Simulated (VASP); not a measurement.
**Al32H (a cell with a defect): single point with PBE**

Crystal: Al32H (a cell with a defect).

```
CELL_PARAMETERS angstrom
8.09970 0.00000 0.00000
0.00000 8.09970 0.00000
0.00000 0.00000 8.09970
ATOMIC_POSITIONS crystal
Al 0.48024 0.96807 0.99739
Al 0.75315 0.27354 0.99385
Al 0.73462 0.98137 0.24486
Al 0.00278 0.05877 0.98574
Al 0.28755 0.24428 0.02783
Al 0.54675 0.49008 0.00125
Al 0.75490 0.75463 0.01770
Al 0.28159 0.98352 0.24110
Al 0.52695 0.28026 0.25264
Al 0.77614 0.49204 0.24307
Al 0.50101 0.99490 0.48001
Al 0.75481 0.25219 0.46305
Al 0.72704 0.03810 0.73756
Al 0.02890 0.47951 0.01193
Al 0.27347 0.71362 0.99372
Al 0.99974 0.24000 0.23116
Al 0.23291 0.48360 0.25923
Al 0.48534 0.72999 0.25527
Al 0.97253 0.99431 0.54635
Al 0.23085 0.22969 0.49178
Al 0.46312 0.49035 0.50429
Al 0.72171 0.74062 0.52396
Al 0.24444 0.00731 0.75052
Al 0.51922 0.24660 0.71830
Al 0.74813 0.51323 0.75794
Al 0.98622 0.76472 0.26224
Al 0.94506 0.52527 0.50644
Al 0.24718 0.77508 0.50633
Al 0.00946 0.29058 0.72994
Al 0.26301 0.47836 0.76644
Al 0.49633 0.74634 0.71827
Al 0.00185 0.73371 0.78571
H 0.07390 0.64993 0.60096
```

* Program: VASP 6.6.1
* Task: single point
* Functional: PBE
* Potentials or basis: VASP PAW PBE potentials, release 64 (Al, H)
* Cutoff: 520 eV
* k mesh: 2 × 2 × 2
* Occupations: fermi-dirac, width 0.05 eV
* Spin: no spin polarisation

```json
{"Pressure": "4.9 GPa", "Largest force": "2.268 eV/Å"}
```

Forces in eV/Å, atoms in the order of the input:
```
Al   1.077  0.299 -0.691
Al   0.607 -1.488 -0.287
Al   0.197  0.651  0.092
Al  -0.119 -1.368 -0.747
Al  -0.048  0.143 -0.659
Al  -1.964  1.132 -0.030
Al  -0.003 -0.017 -0.511
Al  -1.278  0.448  0.168
Al  -1.010 -0.699 -0.308
Al  -0.371  0.874 -0.196
Al   0.029  0.482  0.519
Al   0.319 -0.315  1.138
Al   0.761 -1.365  0.802
Al  -0.519  0.428 -0.498
Al  -0.243  0.261  0.156
Al   0.187 -0.218  1.380
Al   0.298  0.509  0.423
Al   0.641 -0.512 -0.020
Al   0.379 -0.100 -0.919
Al   0.240  0.129 -0.144
Al   0.522  0.196 -0.152
Al   0.624  0.808 -1.326
Al   0.172 -0.058  0.247
Al  -1.375  0.860  0.376
Al  -0.106 -0.295 -0.066
Al   0.579  0.060 -0.078
Al   0.935 -1.213 -0.670
Al  -0.356 -0.347 -0.349
Al  -0.680 -0.719  0.193
Al   0.628 -0.023 -0.143
Al  -1.011  0.299  1.747
Al  -0.097  0.887  0.355
H    0.985  0.274  0.199
```

Stress tensor (GPa, compression positive):
```
 5.02 -0.95 -0.43
-0.95  4.04  0.23
-0.43  0.23  5.57
```

Levels at points of the mesh, in eV from the Fermi level:
```csv
k point,band 45,band 46,band 47,band 48,band 49,band 50,band 51,band 52
"(0.00, 0.00, 0.00)",-0.07,0.04,0.11,0.32,0.39,0.50,0.67,0.81
"(0.50, 0.00, 0.00)",-0.49,-0.36,-0.23,-0.04,0.02,0.11,0.24,0.37
"(0.00, 0.50, 0.00)",-0.56,-0.25,-0.14,-0.06,-0.04,0.10,0.13,0.41
"(0.00, 0.00, 0.50)",-0.48,-0.36,-0.14,-0.11,0.00,0.18,0.25,0.34
"(0.50, 0.50, 0.00)",-0.45,-0.30,-0.25,-0.07,0.36,0.72,0.88,1.00
"(0.00, 0.50, 0.50)",-0.59,-0.47,-0.20,-0.04,0.62,0.82,0.84,0.99
"(0.50, 0.00, 0.50)",-0.41,-0.28,-0.27,-0.15,0.64,0.86,0.96,0.99
"(0.50, 0.50, 0.50)",-0.54,-0.51,-0.39,-0.38,-0.37,-0.35,-0.28,-0.13
```

It took 6.2 min on 1 thread of AMD EPYC 7R43 64-Core Processor (Zen 3), with other jobs on the host, peak memory 0.51 GiB.

Caveat: the k points lie up to 0.39 Å⁻¹ apart.
